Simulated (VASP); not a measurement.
Here is a VASP 6.6.1 calculation.

The input INCAR:

```
  ALGO = Normal
  EDIFF = 1E-7
  ENCUT = 520
  GGA = PS
  ISIF = 2
  ISMEAR = 0
  LASPH = T
  LCHARG = F
  LREAL = F
  LWAVE = F
  NBANDS = 32
  NELM = 60
  PREC = Accurate
  SIGMA = 0.01
```

File KPOINTS:

```
k-points
0
Gamma
  6 6 6
```

File POSCAR:

```
Bi2Te2Se
1.0
    2.1609687600      1.2476359000     10.5855712500
   -2.1609687600      1.2476359000     10.5855712500
    0.0000000000     -2.4952717900     10.5855712500
Bi Te Se
2 2 1
Direct
    0.6082787600      0.6082787600      0.6082787600
    0.3917212400      0.3917212400      0.3917212400
    0.2195951300      0.2195951300      0.2195951300
    0.7804048700      0.7804048700      0.7804048700
    0.0000000000      0.0000000000      0.0000000000
```

Potentials or basis: VASP PAW PBE potentials, release 64 (Bi_d, Te, Se).

Run with:

```sh
$ cat potpaw_PBE.64/Bi_d/POTCAR potpaw_PBE.64/Te/POTCAR potpaw_PBE.64/Se/POTCAR > POTCAR
$ mpirun -np 1 vasp_std > vasp.out
```

(1) What does it give for the largest force?

(2) Estimate the pressure.

Answers

(1) 0.072 eV/Å.

(2) -1.5 GPa.

Caveat: the PAW data sets were made with another functional, which shifts forces and pressure a little.
